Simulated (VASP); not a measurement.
A run of VASP 6.6.1 is set up as follows.

Contents of INCAR:

```
SYSTEM = SiC
PREC = Accurate
ENCUT = 520
EDIFF = 1E-6
ISMEAR = 0
SIGMA = 0.01
LREAL = .FALSE.
LASPH = .TRUE.
NELM = 100
ALGO = Normal
ISIF = 2
LWAVE = .FALSE.
LCHARG = .FALSE.
GGA = CA
NBANDS = 16
```

The input KPOINTS:

```
regular mesh
0
G
  8 8 4
  0 0 0
```

The input POSCAR:

```
SiC
1.0
    2.9952346229      0.0000000000      0.0000000000
   -1.4976173115      2.5939492737      0.0000000000
    0.0000000000      0.0000000000      5.0761044761
Si C
2 2
Direct
    0.3333333333      0.6666666667      0.0045956273
    0.6666666667      0.3333333333      0.5045956273
    0.3333333333      0.6666666667      0.3804043727
    0.6666666667      0.3333333333      0.8804043727
```

Potentials or basis: VASP PAW LDA potentials, release 64 (Si, C).

Launch:

```sh
$ cat potpaw_LDA.64/Si/POTCAR potpaw_LDA.64/C/POTCAR > POTCAR
$ mpirun -np 1 vasp_std > vasp.out
```

(1) What does it give for the band gap on the k mesh?

(2) Predict the pressure.

## Answers

(1) 2.21 eV, indirect (least direct gap 4.26 eV).

(2) 7.8 GPa.

Caveat: the cell differs from its parent crystal (in-plane strain -0.02).
